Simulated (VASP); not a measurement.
Set up this calculation in VASP 6.6.1, as the native input.

- Task: single point
- Functional: PBE
- Potentials or basis: VASP PAW PBE potentials, release 64 (Si, C)
- Cutoff: 520 eV
- k mesh: 12 × 12 × 6
- Occupations: gaussian, width 0.05 eV
- Spin: no spin polarisation
- Dipole correction: no
- Further INCAR settings: ALGO = Normal; EDIFF = 1e-06; NBANDS = 16

The structure of SiC lies in POSCAR:

```
SiC
1.0
    3.3391077199      0.0000000000      0.0000000000
   -1.6695538599      2.8917521114      0.0000000000
    0.0000000000      0.0000000000      5.2769820245
Si C
2 2
Direct
    0.3333333333      0.6666666667      0.0045635313
    0.6666666667      0.3333333333      0.5045635313
    0.3333333333      0.6666666667      0.3804364687
    0.6666666667      0.3333333333      0.8804364687
```

This cell differs from its parent crystal: strain +0.080 along x and y, +0.040 along z.

The input as run:

INCAR

```
PREC     = Accurate       # precision mode
ENCUT    = 520            # plane-wave cutoff, eV
EDIFF    = 1E-6           # SCF threshold, eV
ISMEAR   = 0              # smearing method
SIGMA    = 0.05           # smearing width, eV
LREAL    = False          # projectors in reciprocal space
LASPH    = True           # aspherical terms in the spheres
NELM     = 80             # most SCF steps
ALGO     = Normal         # electronic algorithm
ISIF     = 2              # what is computed and relaxed
LWAVE    = False          # write WAVECAR
LCHARG   = False          # write CHGCAR
GGA      = PE             # functional
NBANDS   = 16             # bands
```

KPOINTS

```
Automatic mesh
0
Gamma
  12 12 6
```

Potentials or basis: VASP PAW PBE potentials, release 64 (Si, C).

Command:

```sh
$ cat potpaw_PBE.64/Si/POTCAR potpaw_PBE.64/C/POTCAR > POTCAR
$ mpirun -np 1 vasp_std > vasp.out
```

It gave:

```json
{
 "Pressure": "-27.6 GPa",
 "Largest force": "0.064 eV/Å",
 "Band gap on the k mesh": "2.22 eV (least direct gap 2.68 eV)"
}
```

Caveat: the cell differs from its parent crystal (strain +0.080 along x and y, +0.040 along z); the cell stands under tension.

Wall time 92 s on 1 thread of Intel Xeon 8259CL, with other jobs on the host, peak memory 0.2 GiB.
